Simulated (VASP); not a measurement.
# Al2GaP3 (P6/mmm) in VASP: single point with PBE

Aim: the single point of Al2GaP3 with PBE.

Everything below comes from runs of VASP 6.6.1. Logs are shortened: lines on timing, memory, paths and dates and some standing lists are left out, and cuts for length are marked.

### 1 The cell of the first run

It takes space group P6/mmm (No. 191, hexagonal). Conventional cell: a = 5.491 Å, b = 5.491 Å, c = 4.271 Å, α = 90.00°, β = 90.00°, γ = 120.00°. Within 3.5 Å of Al (site symmetry -6m2) lie 6 P at 2.66 Å and 3 Al at 3.17 Å and 3 Ga at 3.17 Å. Within 4.2 Å of Ga (site symmetry 6/mmm) lie 6 Al at 3.17 Å and 12 P at 3.48 Å. Within 3.5 Å of P (site symmetry mmm) lie 4 Al at 2.66 Å and 4 P at 2.75 Å and 4 Ga at 3.48 Å.

### 2 Single point, PBE

The input, INCAR:

```
ALGO = Normal
EDIFF = 1E-7
ENCUT = 520
GGA = PE
ISIF = 2
ISMEAR = 0
LASPH = True
LCHARG = False
LREAL = False
LWAVE = False
NBANDS = 26
NELM = 100
PREC = Accurate
SIGMA = 0.1
```

The input, KPOINTS:

```
k-points
0
Gamma
  6 6 4
```

The input, POSCAR:

```
Al2GaP3
1.0
    5.4909930500      0.0000000000      0.0000000000
   -2.7454965200      4.7553394700      0.0000000000
    0.0000000000      0.0000000000      4.2707837400
Al Ga P
2 1 3
Direct
    0.3333333300      0.6666666700      0.0000000000
    0.6666666700      0.3333333300      0.0000000000
    0.0000000000      0.0000000000      0.0000000000
    0.5000000000      0.0000000000      0.5000000000
    0.5000000000      0.5000000000      0.5000000000
    0.0000000000      0.5000000000      0.5000000000
```

Potentials or basis: VASP PAW PBE potentials, release 64 (Al, Ga_d, P).

On the command line:

```console
> cat potpaw_PBE.64/Al/POTCAR potpaw_PBE.64/Ga_d/POTCAR potpaw_PBE.64/P/POTCAR > POTCAR
> mpirun -np 1 vasp_std > vasp.out
```

OUTCAR:

```text
EDIFF = 1E-7
   ENCUT = 520
   GGA = PE
   ISIF = 2
   ISMEAR = 0
   LASPH = True
   LREAL = False
   NELM = 100
   PREC = Accurate

 ion  position               nearest neighbor table
   1  0.333  0.667  0.000-   4 2.66   4 2.66   6 2.66   6 2.66   5 2.66   5 2.66   2 3.17   2 3.17
                             2 3.17
   2  0.667  0.333  0.000-   4 2.66   4 2.66   6 2.66   6 2.66   5 2.66   5 2.66   1 3.17   1 3.17
                             1 3.17
   3  0.000  0.000  0.000-
   4  0.500  0.000  0.500-   1 2.66   2 2.66   1 2.66   2 2.66   5 2.75   5 2.75   6 2.75   6 2.75

   5  0.500  0.500  0.500-   1 2.66   2 2.66   1 2.66   2 2.66   4 2.75   4 2.75   6 2.75   6 2.75

   6  0.000  0.500  0.500-   1 2.66   2 2.66   1 2.66   2 2.66   4 2.75   4 2.75   5 2.75   5 2.75

  LATTYP: Found a hexagonal cell.
 ALAT       =     5.4909930500
 C/A-ratio  =     0.7777798480

  Lattice vectors:

 A1 = (   5.4909930500,   0.0000000000,   0.0000000000)
 A2 = (  -2.7454965200,   4.7553394700,   0.0000000000)
 A3 = (   0.0000000000,   0.0000000000,   4.2707837400)

Analysis of symmetry for initial positions (statically):
=====================================================================
 Subroutine PRICEL returns:
 Original cell was already a primitive cell.

 Routine SETGRP: Setting up the symmetry group for a
 hexagonal supercell.

 Subroutine GETGRP returns: Found 24 space group operations
 (whereof 24 operations were pure point group operations)
 out of a pool of 24 trial point group operations.

The static configuration has the point symmetry D_6h.

Analysis of symmetry for dynamics (positions and initial velocities):
=====================================================================
 Subroutine PRICEL returns:
 Original cell was already a primitive cell.

 Routine SETGRP: Setting up the symmetry group for a
 hexagonal supercell.

 Subroutine GETGRP returns: Found 24 space group operations
 (whereof 24 operations were pure point group operations)
 out of a pool of 24 trial point group operations.

The dynamic configuration has the point symmetry D_6h.

 Subroutine INISYM returns: Found 24 space group operations
 (whereof 24 operations are pure point group operations),
 and found     1 'primitive' translations

----------------------------------------------------------------------------------------

                                     Primitive cell

  volume of cell :     111.5167

  direct lattice vectors                    reciprocal lattice vectors
     5.490993050  0.000000000  0.000000000     0.182116421  0.105144964  0.000000000
    -2.745496520  4.755339470  0.000000000     0.000000000  0.210289929  0.000000000
     0.000000000  0.000000000  4.270783740     0.000000000  0.000000000  0.234149060

  length of vectors
     5.490993050  5.490993045  4.270783740     0.210289929  0.210289929  0.234149060

  position of ions in fractional coordinates (direct lattice)
     0.333333330  0.666666670  0.000000000
     0.666666670  0.333333330  0.000000000
     0.000000000  0.000000000  0.000000000
     0.500000000  0.000000000  0.500000000
     0.500000000  0.500000000  0.500000000
     0.000000000  0.500000000  0.500000000

  ion indices of the primitive-cell ions
   primitive index   ion index
                 1           1
                 2           2
                 3           3
                 4           4
                 5           5
                 6           6

----------------------------------------------------------------------------------------

 KPOINTS: k-points

Automatic generation of k-mesh.
 Grid dimensions read from file:
 generate k-points for:    6    6    4

 Generating k-lattice:

  Cartesian coordinates                     Fractional coordinates (reciprocal lattice)
     0.030352737  0.017524161  0.000000000     0.166666667  0.000000000  0.000000000
     0.000000000  0.035048322  0.000000000     0.000000000  0.166666667  0.000000000
     0.000000000  0.000000000  0.058537265     0.000000000  0.000000000  0.250000000

  Length of vectors
     0.035048321  0.035048322  0.058537265

  Shift w.r.t. Gamma in fractional coordinates (k-lattice)
     0.000000000  0.000000000  0.000000000

 Subroutine IBZKPT returns following result:
 ===========================================

 Found     21 irreducible k-points:

 Following reciprocal coordinates:
            Coordinates               Weight
  0.000000  0.000000  0.000000      1.000000
  0.166667  0.000000  0.000000      6.000000
  0.333333  0.000000  0.000000      6.000000
  0.500000  0.000000  0.000000      3.000000
  0.166667  0.166667  0.000000      6.000000
  0.333333  0.166667  0.000000     12.000000
[... 13 lines left out ...]
  0.333333  0.166667  0.500000     12.000000
  0.333333  0.333333  0.500000      2.000000
   k-points           NKPTS =     21   k-points in BZ     NKDIM =     21   number of bands    NBANDS=     26
   number of dos      NEDOS =    301   number of ions     NIONS =      6
   total plane-waves  NPLWV =  56448
   dimension x,y,z NGX =    42 NGY =   42 NGZ =   32
   dimension x,y,z NGXF=    84 NGYF=   84 NGZF=   64
   ions per type =               2   1   3
   NGX,Y,Z   is equivalent  to a cutoff of  12.72, 12.72, 12.46 a.u.
   NGXF,Y,Z  is equivalent  to a cutoff of  25.43, 25.43, 24.91 a.u.
 SYSTEM =  unknown system
   PREC   = accura    normal or accurate (medium, high low for compatibility)
   ISTART =      0    job   : 0-new  1-cont  2-samecut
   ICHARG =      2    charge: 1-file 2-atom 10-const
   ISPIN  =      1    spin polarized calculation?
   LNONCOLLINEAR =      F non collinear calculations
   LSORBIT =      F    spin-orbit coupling
   LASPH  =      T    aspherical Exc in radial PAW
   ENCUT  =  520.0 eV  38.22 Ry    6.18 a.u.  10.21 10.21  7.94*2*pi/ulx,y,z
   NELM   =    100;   NELMIN=  2; NELMDL= -5     # of ELM steps
   EDIFF  = 0.1E-06   stopping-criterion for ELM
   LREAL  =      F    real-space projection
   EDIFFG = 0.1E-05   stopping-criterion for IOM
   NSW    =      0    number of steps for IOM
   IBRION =     -1    ionic relax: 0-MD 1-quasi-New 2-CG
   NFREE  =      0    steps in history (QN), initial steepest desc. (CG)
   ISIF   =      2    stress and relaxation
   ISYM   =      2    0-nonsym 1-usesym 2-fastsym
   POTIM  = 0.5000    time-step for ionic-motion
   TEBEG  =    0.0;   TEEND  =   0.0 temperature during run
   PSTRESS=    0.0 pullay stress
   NELECT =      34.0000    total number of electrons
   NUPDOWN=      -1.0000    fix difference up-down
   EMIN   =  10.00;   EMAX   =-10.00  energy-range for DOS
   EFERMI =   0.00;   METHOD = LEGACY
   ISMEAR =     0;   SIGMA  =   0.10  broadening in eV -4-tet -1-fermi 0-gaus
   EFERMI_NEDOS =   21; number of points for ismear=-14 and -15
   IALGO  =     38    algorithm
   IMIX   =      4    mixing-type and parameters
     AMIX     =   0.40;   BMIX     =  1.00
     AMIX_MAG =   1.60;   BMIX_MAG =  1.00
  volume/ion in A,a.u.               =      18.59       125.43
  Fermi-wavevector in a.u.,A,eV,Ry     =   1.101847  2.082188 16.518370  1.214066
  Thomas-Fermi vector in A             =   2.238280
   LORBIT       =      0    0 simple, 1 ext, 2 COOP (PROOUT), +10 PAW based schemes
   GGA     = PE    functional components
   LHFCALC =     F    Hartree Fock is set to
   AEXX    =    0.0000 exact exchange contribution
   IVDW    =     0    specifies the selected vdW correction
   LEPSILON=     F    determine dielectric tensor
   LRPA    =     F    only Hartree local field effects (RPA)
 non-spin polarized calculation
 Gauss-broadening in eV      SIGMA  =   0.10
  energy-cutoff  :      520.00
  volume of cell :      111.52
 maximum number of plane-waves:      3048
 NGX is ok and might be reduce to    42
   NGX = 21   NGY = 21   NGZ = 15

 number of electron      34.0000007 magnetization

 Free energy of the ion-electron system (eV)
  ---------------------------------------------------
  ext. energy  EPLUGINS =         0.00000000
  ---------------------------------------------------
  free energy    TOTEN  =       -24.62632394 eV

  energy without entropy =      -24.59833446  energy(sigma->0) =      -24.61232920

 E-fermi :   6.8368     XC(G=0): -10.1497

 val. band max:        6.8251656889   @ k =   0.3333   0.0000   0.0000
 cond. band min:       6.8736443522   @ k =   0.3333   0.3333   0.0000
 fundamental gap:      0.0484786633
 Fermi energy:         6.8368457056

 k-point     1 :       0.0000    0.0000    0.0000
  band No.  band energies     occupation
      1      -8.2528      2.00000
      2      -8.2234      2.00000
      3      -8.2234      2.00000
      4      -8.1946      2.00000
      5      -8.1946      2.00000
      6      -7.1750      2.00000
[... 18 lines left out ...]
     25      10.4207      0.00000
     26      10.4787      0.00000

 k-point     2 :       0.1667    0.0000    0.0000
  band No.  band energies     occupation
      1      -8.2522      2.00000
      2      -8.2237      2.00000
      3      -8.2235      2.00000
      4      -8.1950      2.00000
      5      -8.1936      2.00000
      6      -7.0323      2.00000
[... 18 lines left out ...]
     25      10.2195      0.00000
     26      10.3112      0.00000

 k-point     3 :       0.3333    0.0000    0.0000
  band No.  band energies     occupation
      1      -8.2510      2.00000
      2      -8.2242      2.00000
      3      -8.2236      2.00000
      4      -8.1961      2.00000
      5      -8.1915      2.00000
      6      -6.6292      2.00000
[... 485 lines left out ...]
 k-point    20 :       0.3333    0.1667    0.5000
  band No.  band energies     occupation
      1      -8.2411      2.00000
      2      -8.2356      2.00000
      3      -8.2309      2.00000
      4      -8.1923      2.00000
      5      -8.1902      2.00000
      6      -5.6657      2.00000
[... 18 lines left out ...]
     25      12.0618      0.00000
     26      12.5863      0.00000

 k-point    21 :       0.3333    0.3333    0.5000
  band No.  band energies     occupation
      1      -8.2408      2.00000
      2      -8.2336      2.00000
      3      -8.2336      2.00000
      4      -8.1912      2.00000
      5      -8.1912      2.00000
      6      -5.1651      2.00000
[... 18 lines left out ...]
     25      12.7179      0.00000
     26      13.1509      0.00000

------------------------ aborting loop because EDIFF is reached ----------------------------------------

  FORCE on cell =-STRESS in cart. coord.  units (eV):
  Direction    XX          YY          ZZ          XY          YZ          ZX
  --------------------------------------------------------------------------------------
  -------------------------------------------------------------------------------------
  Total       -3.0260484     -3.0260484     -2.1657464     -0.0000000      0.0000000      0.0000000
  in kB      -43.4756874    -43.4756874    -31.1156002     -0.0000000      0.0000000      0.0000000
  external PRESSURE =     -39.3556583 kB  Pullay stress =       0.0000000 kB

 VOLUME and BASIS-vectors are now :
 -----------------------------------------------------------------------------
  energy-cutoff  :      520.00
  volume of cell :      111.52
      direct lattice vectors                 reciprocal lattice vectors
     5.490993050  0.000000000  0.000000000     0.182116421  0.105144964  0.000000000
    -2.745496520  4.755339470  0.000000000     0.000000000  0.210289929  0.000000000
     0.000000000  0.000000000  4.270783740     0.000000000  0.000000000  0.234149060

 POSITION                                       TOTAL-FORCE (eV/Angst)
 -----------------------------------------------------------------------------------
     -0.00000      3.17023      0.00000         0.000000     -0.000000     -0.000000
      2.74550      1.58511      0.00000        -0.000000      0.000000      0.000000
      0.00000      0.00000      0.00000        -0.000000      0.000000     -0.000000
      2.74550      0.00000      2.13539        -0.000000      0.000000     -0.000000
      1.37275      2.37767      2.13539        -0.000000      0.000000     -0.000000
     -1.37275      2.37767      2.13539        -0.000000      0.000000     -0.000000
 -----------------------------------------------------------------------------------
    total drift:                                0.000000      0.000000      0.000000

  FREE ENERGIE OF THE ION-ELECTRON SYSTEM (eV)
  ---------------------------------------------------
  free  energy   TOTEN  =       -24.6263239429 eV

  energy  without entropy=      -24.5983344563  energy(sigma->0) =      -24.61232920
```

It took 43 s on 1 thread of Intel Xeon Platinum 8375C at 2.90GHz (Ice Lake), shared host; peak memory 0.25 GiB.

What came out:

```
Free energy            : -24.6263 eV
Pressure               : -3.9 GPa
Band gap on the k mesh : zero (band 17 reaches 7.51 eV, above the bottom of band 18 at 5.23 eV)
```

Levels at points of the mesh, in eV from the Fermi level:
```tsv
k point	band 13	band 14	band 15	band 16	band 17	band 18	band 19	band 20	band 21	band 22
(0.00, 0.00, 0.00)	-4.99	-2.44	-1.44	-1.44	0.67	1.32	1.32	1.76	1.76	1.87
(0.50, 0.00, 0.00)	-3.12	-2.44	-2.18	-1.91	-1.62	-1.60	-0.24	0.24	1.82	3.11
(0.00, 0.00, 0.50)	-4.12	-4.12	-3.46	-2.99	-1.35	-1.35	-0.14	3.10	3.82	3.82
(0.50, 0.00, 0.50)	-4.60	-1.94	-1.82	-1.43	-1.21	0.73	1.32	2.36	2.86	3.04
```

Caveat: the k points lie up to 0.37 Å⁻¹ apart.
